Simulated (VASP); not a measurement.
## Mg3Zr: single point with LDA

Mg3Zr:

```
Mg Zr
1.0
     4.44221    0.00000    0.00000
     0.00000    4.44221    0.00000
     0.00000    0.00000    4.44221
Mg Zr
3 1
Direct
  0.50000 0.50000 0.00000
  0.50000 0.00000 0.50000
  0.00000 0.50000 0.50000
  0.00000 0.00000 0.00000
```

```json
{
 "Program": "VASP 6.6.1",
 "Task": "single point",
 "Functional": "LDA",
 "Potentials or basis": "VASP PAW LDA potentials, release 64 (Mg, Zr_sv)",
 "Cutoff": "520 eV",
 "k mesh": "5 × 5 × 5",
 "Occupations": "methfessel-paxton, width 0.15 eV",
 "Spin": "collinear spin, zero start",
 "Starting moments": "[0.0, 0.0, 0.0, 0.0] μB",
 "Dipole correction": "no",
 "Further INCAR settings": "ALGO = Normal; EDIFF = 1e-06; NBANDS = 21"
}
```

```yaml
Pressure: -3.2 GPa
Band_gap_on_the_k_mesh: zero (filled and empty bands overlap)
Net_moment: 0.00 μB per cell
Valence_electrons_inside_the_program's_atomic_spheres: Mg 0.40; Zr 9.74
```

Levels at points of the mesh, in eV from the Fermi level:
Spin up:
```
           k point  band 6  band 7  band 8  band 9  band 10  band 11
(0.00, 0.00, 0.00)   -1.20   -1.20    0.80    0.80     0.80     1.05
```
Spin down:
| k point | band 5 | band 6 | band 7 | band 8 | band 9 | band 10 | band 11 | band 12 |
| --- | --- | --- | --- | --- | --- | --- | --- | --- |
| (0.00, 0.00, 0.00) | -6.41 | -1.20 | -1.20 | 0.80 | 0.80 | 0.80 | 1.05 | 1.05 |

Run time: 47 s on 1 thread of Intel Xeon 8259CL (shared host), peak memory 0.2 GiB.

Caveat: the cell stands under tension.
